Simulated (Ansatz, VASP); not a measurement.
## Bi2Te3 in VASP and in Ansatz

File INCAR:

```
SYSTEM = Bi2Te3
  PREC = Accurate
  ENCUT = 520
  EDIFF = 1E-7
  ISMEAR = -1
  SIGMA = 0.1
  LREAL = .FALSE.
  LASPH = .TRUE.
  NELM = 100
  ALGO = Normal
  ISIF = 2
  LWAVE = .FALSE.
  LCHARG = .FALSE.
  NBANDS = 32
```

Contents of KPOINTS:

```
regular mesh
0
G
  6 6 6
  0 0 0
```

Contents of POSCAR:

```
Bi2Te3
1.0
    2.1479624227      1.2401266154      9.6740171823
   -2.1479624227      1.2401266154      9.6740171823
    0.0000000000     -2.4802532307      9.6740171823
Bi Te
2 3
Direct
    0.1880000000      0.1880000000      0.1880000000
    0.5980000000      0.5980000000      0.5980000000
    0.3890000000      0.3890000000      0.3890000000
    0.8000000000      0.8000000000      0.8000000000
    0.0000000000      0.0000000000      0.0000000000
```

Input for Ansatz:

```yaml
crystal:
  lattice:
    - [2.1479624227043432, 1.2401266153574864, 9.67401718231983]
    - [-2.1479624227043432, 1.2401266153574864, 9.67401718231983]
    - [0.0, -2.4802532307149727, 9.67401718231983]
  atoms:
    - { symbol: Bi, position: [0.188, 0.188, 0.188] }
    - { symbol: Bi, position: [0.598, 0.598, 0.598] }
    - { symbol: Te, position: [0.389, 0.389, 0.389] }
    - { symbol: Te, position: [0.8, 0.8, 0.8] }
    - { symbol: Te, position: [0.0, 0.0, 0.0] }
basis:
  ecutwfc: 500.0
kpoints:
  mp_grid:
    grid: [6, 6, 6]
hamiltonian:
  xc: lda
scf:
  occupations:
    method: fermi_dirac
    width: 0.1
output:
  stress: true
```

Alike in both runs: task single point; functional LDA; k mesh 6 × 6 × 6; occupations fermi-dirac, width 0.1 eV; no spin polarisation.

```csv
,VASP,Ansatz
version,VASP 6.6.1,Ansatz 0.2.0
potentials or method,"VASP PAW LDA potentials, release 64 (Bi_d, Te), cutoff 520 eV","plane waves, PAW"
valence electrons in the cell,48,78
```

VASP gave:

- pressure (GPa): 3.0
- traceless stress, the component that is largest in VASP (GPa): -0.76

**Question.** Which values does Ansatz return?

**Answer.** Pressure (GPa): 2.9; traceless stress, the component that is largest in VASP (GPa): -0.76.

LDA's correlation is that of Perdew and Zunger in VASP and of Perdew and Wang (1992) in Ansatz. VASP's potentials hold 48 valence electrons a cell and Ansatz's 78, so a difference there can come from the potentials and not from the codes.

Neither program's run includes spin-orbit coupling.
